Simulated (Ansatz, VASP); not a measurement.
## MoS2: VASP beside Ansatz

INCAR

```
SYSTEM = MoS2
PREC = Accurate ; ENCUT = 520
EDIFF = 1E-6 ; ISMEAR = 0
SIGMA = 0.05 ; LREAL = .FALSE.
LASPH = .TRUE. ; NELM = 60
ALGO = Normal ; ISIF = 2
LWAVE = .FALSE. ; LCHARG = .FALSE.
GGA = PE ; IVDW = 12
NBANDS = 35
```

KPOINTS

```
regular mesh
0
G
  10 10 2
  0 0 0
```

The input POSCAR:

```
MoS2
1.0
   -3.1494847632      0.0000000000      0.0000000000
   -1.5747423816     -2.7275338138      0.0000000000
   -0.5249141272     -0.4545889690     13.2900638030
Mo S
2 4
Direct
   -0.0049125000     -0.0098250000      0.0589500000
   -0.0465791667     -0.0931583333      0.5589500000
    0.2769296410      0.2205259487      0.6768443076
    0.3185963077      0.3038592821      0.1768443076
    0.2549120256      0.1764907179      0.9410556924
    0.2965786923      0.2598240513      0.4410556924
```

Input for Ansatz:

```yaml
crystal:
  lattice:
    - [-3.1494847632, 0.0, 0.0]
    - [-1.5747423816, -2.7275338138, 0.0]
    - [-0.5249141272, -0.454588969, 13.290063803]
  atoms:
    - { symbol: Mo, position: [-0.0049125, -0.009825, 0.05895] }
    - { symbol: Mo, position: [-0.0465791667, -0.0931583333, 0.55895] }
    - { symbol: S, position: [0.276929641, 0.2205259487, 0.6768443076] }
    - { symbol: S, position: [0.3185963077, 0.3038592821, 0.1768443076] }
    - { symbol: S, position: [0.2549120256, 0.1764907179, 0.9410556924] }
    - { symbol: S, position: [0.2965786923, 0.2598240513, 0.4410556924] }
basis:
  ecutwfc: 420
kpoints:
  mp_grid: { grid: [10, 10, 2] }
hamiltonian:
  xc: pbe
  pseudopotentials: { kind: paw, azcp: { folder: soft_1 } }
  dispersion: d3bj
scf:
  occupations: { method: gaussian, width: 0.05 }
output:
  forces: true
  stress: true
  eigenvalues: true
```

Alike in both runs: task single point; functional PBE; dispersion D3(BJ); k mesh 10 × 10 × 2; occupations gaussian, width 0.05 eV; no spin polarisation.

|  | VASP | Ansatz |
| --- | --- | --- |
| version | VASP 6.6.1 | Ansatz 0.2.0 |
| potentials or method | VASP PAW PBE potentials, release 64 (Mo_sv, S), cutoff 520 eV | scalar-relativistic, plane waves, PAW |
| valence electrons in the cell | 52 | 52 |

Ansatz gave:

- gap on the k mesh at the Fermi level (eV): none
- pressure (GPa): 8.9
- traceless stress, the component that is largest in VASP (GPa): 15.91
- rms of the force components (eV/Å): 3.495

Question: Estimate VASP's values.

Answer: gap on the k mesh at the Fermi level (eV): none; pressure (GPa): 8.6; traceless stress, the component that is largest in VASP (GPa): 15.73; rms of the force components (eV/Å): 3.449.

Atom by atom the forces differ by 0.047 eV/Å (rms over components). A gap of «none» marks a metal or a gap that the smearing closes.
